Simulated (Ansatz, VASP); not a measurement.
**One calculation of CdGeAs2, two programs**

```xyz
4
Lattice="4.0738 0.0000 0.0000 0.0000 4.0738 0.0000 0.0000 0.0000 6.1236" Properties=species:S:1:pos:R:3 pbc="T T T"
Cd    0.0000    0.0000    3.0618
Ge    2.0369    2.0369    0.0000
As    2.0369    0.0000    4.6983
As    0.0000    2.0369    1.4253
```

Alike in both runs: functional r2SCAN; k mesh 10 × 10 × 8; occupations gaussian, width 0.1 eV; no spin polarisation.

Ansatz relaxed the structure, and its values are those at the end. VASP's run is a single point on that final structure, the one shown.

|  | VASP | Ansatz |
| --- | --- | --- |
| version | VASP 6.6.1 | Ansatz 0.2.0 |
| potentials or method | VASP PAW PBE potentials, release 64 (Cd, Ge_d, As), cutoff 520 eV | scalar-relativistic, plane waves, PAW |
| valence electrons in the cell | 36 | 64 |

```csv
,VASP,Ansatz,Ansatz less VASP
gap on the k mesh at the Fermi level (eV),none,none,-
pressure (GPa),0.1,0.0,-0.15
rms of the force components (eV/Å),0.006,0.003,-0.0028
```

VASP's potentials were made for PBE, not for r2SCAN. A gap of «none» marks a metal or a gap that the smearing closes. The functional is the same, so the differences come from potentials, cutoffs and numerics. VASP's potentials hold 36 valence electrons a cell and Ansatz's 64, so a difference there can come from the potentials and not from the codes.
